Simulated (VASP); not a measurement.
The system is Lu.

```xyz
2
Lattice="3.5031 0.0000 0.0000 -1.7515 3.0338 0.0000 0.0000 0.0000 5.5509" Properties=species:S:1:pos:R:3 pbc="T T T"
Lu    1.7516    1.0113    4.1632
Lu    0.0000    2.0225    1.3877
```

Base run:

| Item | Value |
| --- | --- |
| Program | VASP 6.6.1 |
| Functional | PBE |
| Potentials or basis | VASP PAW PBE potentials, release 64 (Lu) |
| Cutoff | 520 eV |
| k mesh | 9 × 9 × 5 |
| Occupations | fermi-dirac, width 0.05 eV |
| Spin | no spin polarisation |

Its results: band gap on the k mesh zero (band 25 reaches 3.01 eV, above the bottom of band 26 at 1.57 eV); pressure -0.4 GPa.

The run is repeated on the same cell with these changes: k mesh from 9 × 9 × 5 to 5 × 5 × 3. What comes out?

Band gap on the k mesh zero (band 25 reaches 2.86 eV, above the bottom of band 26 at 1.67 eV); pressure 0.2 GPa.

Caveats: some runs use coarse meshes; spin-orbit coupling is left out, which moves the levels of the heavy elements.
